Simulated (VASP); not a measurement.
Fe: single point with r2SCAN

Fe:

```
CELL_PARAMETERS angstrom
-1.41474 1.41474 1.41474
1.41474 -1.41474 1.41474
1.41474 1.41474 -1.41474
ATOMIC_POSITIONS crystal
Fe 0.00000 0.00000 0.00000
```

* Program: VASP 6.6.1
* Task: single point
* Functional: r2SCAN
* Potentials or basis: VASP PAW PBE potentials, release 64 (Fe)
* Cutoff: 520 eV
* k mesh: 22 × 22 × 22
* Occupations: gaussian, width 0.05 eV
* Spin: collinear spin, ferromagnetic start
* Starting moments: [3.08] μB
* Dipole correction: no
* Further INCAR settings: ALGO = Normal; EDIFF = 1e-07; NBANDS = 14

- Pressure: 7.2 GPa
- Net moment: 2.61 μB per cell
- Site moments: Fe +2.67 μB
- Valence electrons inside the program's atomic spheres: Fe 7.28

Levels at points of the mesh, in eV from the Fermi level:
Spin up:
```csv
k point,band 1,band 2,band 3,band 4,band 5,band 6,band 7,band 8,band 9,band 10
"(0.00, 0.00, 0.00)",-8.64,-3.03,-3.03,-3.03,-1.74,-1.74,26.12,26.12,26.12,31.22
"(0.50, 0.00, 0.00)",-5.46,-4.08,-1.69,-1.56,-0.34,0.64,7.34,19.23,20.94,24.08
"(0.50, 0.50, 0.50)",-5.41,-5.41,-0.61,-0.60,-0.60,10.32,10.32,10.32,16.00,16.00
```
Spin down:
| k point | band 1 | band 2 | band 3 | band 4 | band 5 | band 6 | band 7 |
| --- | --- | --- | --- | --- | --- | --- | --- |
| (0.00, 0.00, 0.00) | -9.25 | 0.35 | 0.35 | 0.35 | 2.64 | 2.64 | 25.76 |
| (0.50, 0.00, 0.00) | -3.64 | -1.14 | 0.09 | 2.47 | 2.94 | 3.55 | 9.61 |
| (0.50, 0.50, 0.50) | -2.84 | -2.84 | 3.23 | 3.23 | 3.23 | 10.68 | 10.68 |

Wall time 5 min on 1 thread of AMD EPYC 9R45 96-Core Processor (Zen 5) (shared host), peak memory 0.16 GiB.

Caveat: the cell stands under pressure; the PAW data sets were made with another functional, which shifts forces and pressure a little.
